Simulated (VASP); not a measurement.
Write the native input for VASP 6.6.1 that does the following.

| Property | Result |
| --- | --- |
| Task | single point |
| Functional | HSE06 |
| Potentials or basis | VASP PAW PBE potentials, release 64 (O, Ca_sv, H) |
| Cutoff | 520 eV |
| k mesh | 1 × 1 × 1, shifted |
| Occupations | fermi-dirac, width 0.05 eV |
| Spin | collinear spin |
| Starting moments | [0.111, 0.0, 0.0, 0.111, 0.0, 0.0, 0.0, 0.111, 0.111, 0.0, 0.0, 0.0, 0.0, 0.0, 0.111, 0.0, 0.111, 0.0, 0.111, 0.0, 0.0, 0.111, 0.0, 0.0, 0.111] μB |
| Dipole correction | no |
| Grid for exact exchange (PRECFOCK) | Fast |
| Further INCAR settings | LREAL = Auto; ALGO = Normal; EDIFF = 1e-06; NBANDS = 118; ISYM = -1 |
| Share of exact exchange | 0.25 |
| Screening parameter | 0.2079 1/Å |

Ca12HO12 (a cell with a defect):

```
CELL_PARAMETERS angstrom
0.00000 4.76760 4.76760
4.76760 0.00000 4.76760
7.15140 7.15140 0.00000
ATOMIC_POSITIONS crystal
O 0.75296 0.23956 0.16885
O 0.25000 0.74949 0.49976
O 0.74884 0.25048 0.83275
O 0.23864 0.75393 0.16882
O 0.74840 0.25091 0.50000
O 0.24894 0.75013 0.83282
O 0.24927 0.25037 0.49929
O 0.75229 0.75326 0.16940
O 0.75288 0.75424 0.82429
O 0.24922 0.25020 0.16670
O 0.24934 0.25069 0.83238
O 0.74794 0.74931 0.50112
Ca 0.99911 0.00021 0.99974
Ca 0.00018 0.00080 0.66516
Ca 0.49778 0.49889 0.33627
Ca 0.99811 0.99938 0.33427
Ca 0.49812 0.49934 0.99856
Ca 0.49976 0.50102 0.66556
Ca 0.00518 0.49796 0.99845
Ca 0.49961 0.99982 0.33365
Ca 0.99955 0.49983 0.66578
Ca 0.49681 0.00637 0.99826
Ca 0.99877 0.50062 0.33363
Ca 0.49878 0.00068 0.66587
H 0.62611 0.62762 0.08190
```

The input as run:

POSCAR

```
Ca12HO12
1.0
    0.0000000000      4.7676000000      4.7676000000
    4.7676000000      0.0000000000      4.7676000000
    7.1514000000      7.1514000000      0.0000000000
O Ca H
12 12 1
Direct
    0.7529580000      0.2395560000      0.1688470000
    0.2500000000      0.7494900000      0.4997590000
    0.7488400000      0.2504770000      0.8327490000
    0.2386420000      0.7539300000      0.1688220000
    0.7483950000      0.2509090000      0.4999990000
    0.2489430000      0.7501340000      0.8328210000
    0.2492720000      0.2503650000      0.4992890000
    0.7522870000      0.7532600000      0.1694000000
    0.7528770000      0.7542390000      0.8242870000
    0.2492190000      0.2501980000      0.1666970000
    0.2493430000      0.2506920000      0.8323760000
    0.7479420000      0.7493150000      0.5011160000
    0.9991130000      0.0002090000      0.9997370000
    0.0001760000      0.0008010000      0.6651550000
    0.4977790000      0.4988900000      0.3362710000
    0.9981070000      0.9993850000      0.3342750000
    0.4981220000      0.4993450000      0.9985640000
    0.4997590000      0.5010220000      0.6655590000
    0.0051770000      0.4979630000      0.9984480000
    0.4996100000      0.9998160000      0.3336450000
    0.9995530000      0.4998260000      0.6657750000
    0.4968120000      0.0063750000      0.9982570000
    0.9987660000      0.5006230000      0.3336330000
    0.4987760000      0.0006790000      0.6658690000
    0.6261150000      0.6276220000      0.0819010000
```

INCAR.step1

```
SYSTEM = Ca12HO12
ALGO = Normal
EDIFF = 1E-5
ENCUT = 520
GGA = PE
GGA_COMPAT = .FALSE.
ISIF = 2
ISMEAR = -1
ISPIN = 2
ISYM = -1
LASPH = .TRUE.
LCHARG = .FALSE.
LORBIT = 11
LREAL = Auto
LWAVE = .TRUE.
MAGMOM = 0.111 0 0 0.111 0 0 0 0.111 0.111 0 0 0 0 0 0.111 0 0.111 0 0.111 0 0 0.111 0 0 0.111
NBANDS = 118
NELM = 200
PREC = Accurate
SIGMA = 0.05
```

INCAR.step2

```
SYSTEM = Ca12HO12
ALGO = Normal
EDIFF = 1E-6
ENCUT = 520
GGA = PE
GGA_COMPAT = .FALSE.
HFSCREEN = 0.2079
ISIF = 2
ISMEAR = -1
ISPIN = 2
ISTART = 1
ISYM = -1
LASPH = .TRUE.
LCHARG = .FALSE.
LHFCALC = .TRUE.
LORBIT = 11
LREAL = Auto
LWAVE = .FALSE.
MAGMOM = 0.111 0 0 0.111 0 0 0 0.111 0.111 0 0 0 0 0 0.111 0 0.111 0 0.111 0 0 0.111 0 0 0.111
NBANDS = 118
NELM = 200
PREC = Accurate
PRECFOCK = Fast
SIGMA = 0.05
```

KPOINTS

```
explicit points
1
Reciprocal
  0.25000000   0.25000000   0.25000000 1
```

Potentials or basis: VASP PAW PBE potentials, release 64 (O, Ca_sv, H).

Command:

```sh
$ cat potpaw_PBE.64/O/POTCAR potpaw_PBE.64/Ca_sv/POTCAR potpaw_PBE.64/H/POTCAR > POTCAR
$ cp INCAR.step1 INCAR
$ mpirun -np 1 vasp_std > vasp.out
$ cp INCAR.step2 INCAR
$ mpirun -np 1 vasp_std > vasp.out
```

Results of the run:

* Pressure: 3.9 GPa
* Largest force: 0.079 eV/Å
* Net moment: 1.00 μB per cell
* Site moments: O +0.08, +0.00, +0.01, +0.11, +0.09 (each value once); Ca +0.01, +0.00 (each value once); H +0.28 μB
* Valence electrons inside the program's atomic spheres: O 5.04, 5.05, 5.06 (each value once); Ca 8.21; H 0.51

Caveat: the PAW data sets were made with another functional, which shifts forces and pressure a little.

Wall time 13 min on 1 thread of Intel(R) Xeon(R) 6975P-C (Granite Rapids), on a shared host, peak memory 0.84 GiB.
